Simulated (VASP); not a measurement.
MgO: single point with PBE

MgO:

```xyz
4
Lattice="3.3078 0.0000 0.0000 -1.6539 2.8646 0.0000 0.0000 0.0000 4.9829" Properties=species:S:1:pos:R:3 pbc="T T T"
Mg    0.0000    1.9098    0.3858
Mg    1.6539    0.9549    2.5022
O     0.0000    1.9098    2.0053
O     1.6539    0.9549    4.4968
```

This cell differs from its parent crystal: one atom moved.

* Program: VASP 6.6.1
* Task: single point
* Functional: PBE
* Potentials or basis: VASP PAW PBE potentials, release 64 (Mg, O)
* Cutoff: 520 eV
* k mesh: 9 × 9 × 6
* Occupations: gaussian, width 0.02 eV
* Spin: no spin polarisation
* Dipole correction: no
* Further INCAR settings: ALGO = Normal; EDIFF = 1e-06; NBANDS = 16

* Pressure: 14.1 GPa
* Largest force: 10.568 eV/Å
* Band gap on the k mesh: 2.71 eV

Forces on the atoms (eV/Å):
```
Mg    0.000   0.000 -10.568
Mg    0.000   0.000   2.017
O     0.000   0.000   6.973
O     0.000   0.000   1.578
```

Stress tensor (GPa, compression positive):
```
 0.17  0.00  0.00
 0.00  0.17  0.00
 0.00  0.00 41.86
```

Levels at points of the mesh, in eV from the valence-band top:
```
           k point  band 6  band 7  band 8  band 9  band 10  band 11
(0.00, 0.00, 0.00)   -0.67    0.00    0.00    2.71     7.86     9.65
(0.00, 0.00, 0.50)   -2.14   -0.01   -0.01    4.58     5.89    12.03
```

Wall time 20 s on 1 thread of Intel(R) Xeon(R) 6975P-C (Granite Rapids) (shared host), peak memory 0.2 GiB.

Caveat: the cell differs from its parent crystal (one atom moved); the cell stands under pressure; an odd mesh through Γ misses points on the zone boundary, where band edges can lie; forces of over 1 eV/Å act on the atoms, so gaps and moduli don't describe the material at rest.
